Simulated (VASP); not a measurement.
## Ir: single point with LDA

Crystal: Ir.

```
Ir
1.0
     0.00000    2.18619    1.48595
     2.18619    0.00000    1.48595
     2.18619    2.18619    0.00000
Ir
1
Direct
  0.00000 0.00000 0.00000
```

| Property | Result |
| --- | --- |
| Program | VASP 6.6.1 |
| Task | single point |
| Functional | LDA |
| Potentials or basis | VASP PAW LDA potentials, release 64 (Ir) |
| Cutoff | 520 eV |
| k mesh | 22 × 22 × 22 |
| Occupations | gaussian, width 0.15 eV |
| Spin | no spin polarisation |

```yaml
Pressure: 4.9 GPa
Band_gap_on_the_k_mesh: zero (an odd number of electrons rules out a gap without spin polarisation)
```

Stress tensor (GPa, compression positive):
```
 12.60   0.00   0.00
  0.00  12.60   0.00
  0.00   0.00 -10.55
```

Levels at points of the mesh, in eV from the Fermi level:
| k point | band 1 | band 2 | band 3 | band 4 | band 5 | band 6 | band 7 | band 8 | band 9 |
| --- | --- | --- | --- | --- | --- | --- | --- | --- | --- |
| (0.00, 0.00, 0.00) | -10.80 | -3.98 | -3.58 | -3.58 | -0.94 | -0.20 | 16.68 | 16.68 | 17.59 |
| (0.50, 0.00, 0.00) | -7.70 | -5.76 | -0.60 | 0.04 | 0.12 | 2.39 | 8.39 | 12.97 | 16.82 |
| (0.50, 0.50, 0.00) | -7.32 | -7.24 | 1.55 | 1.55 | 1.76 | 7.63 | 7.63 | 8.89 | 15.06 |
| (0.50, 0.00, 0.50) | -7.76 | -5.31 | -1.16 | -0.23 | -0.12 | 2.27 | 8.04 | 13.38 | 17.84 |

Run time: 58 s on 1 thread of AMD EPYC 9R45 (Zen 5), with other jobs on the host, peak memory 0.2 GiB.

Caveat: the cell stands under pressure; spin-orbit coupling is left out, which moves the levels of the heavy elements.
